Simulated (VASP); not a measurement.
A run of VASP 6.6.1 is set up as follows.

Contents of INCAR:

```
SYSTEM = Ni
ALGO = Normal
EDIFF = 1E-7
ENCUT = 520
GGA = PS
ISIF = 2
ISMEAR = -1
LASPH = .True.
LCHARG = .False.
LREAL = .False.
LWAVE = .False.
NBANDS = 22
NELM = 100
PREC = Accurate
SIGMA = 0.1
```

File KPOINTS:

```
k-points
0
Gamma
  10 10 15
  0 0 0
```

Contents of POSCAR:

```
Ni
1.0
    3.9307638014      0.0000000000      0.0000000000
   -1.9653819007      3.4041413083      0.0000000000
    0.0000000000      0.0000000000      2.3640463770
Ni
3
Direct
    1.0000000000      1.0000000000      0.0000000000
    0.3333333333      0.6666666667      0.5000000000
    0.6666666667      0.3333333333      0.5000000000
```

Potentials or basis: VASP PAW PBE potentials, release 64 (Ni).

Run with:

```bash
$ cat potpaw_PBE.64/Ni/POTCAR > POTCAR
$ mpirun -np 1 vasp_std > vasp.out
```

**Question.** Predict the band gap on the k mesh.

**Answer.** Zero (band 15 reaches 9.91 eV, above the bottom of band 16 at 9.32 eV).

**Question.** Estimate the pressure.

**Answer.** 0.0 GPa.

Stress tensor (GPa, compression positive):
```
 0.06  0.00  0.00
 0.00  0.06  0.00
 0.00  0.00 -0.23
```

Caveat: the PAW data sets were made with another functional, which shifts forces and pressure a little; the run has no spin polarisation, though such a crystal can be magnetic. Spin polarisation is off, so any magnetic state and its effect on volume and gap are missing.
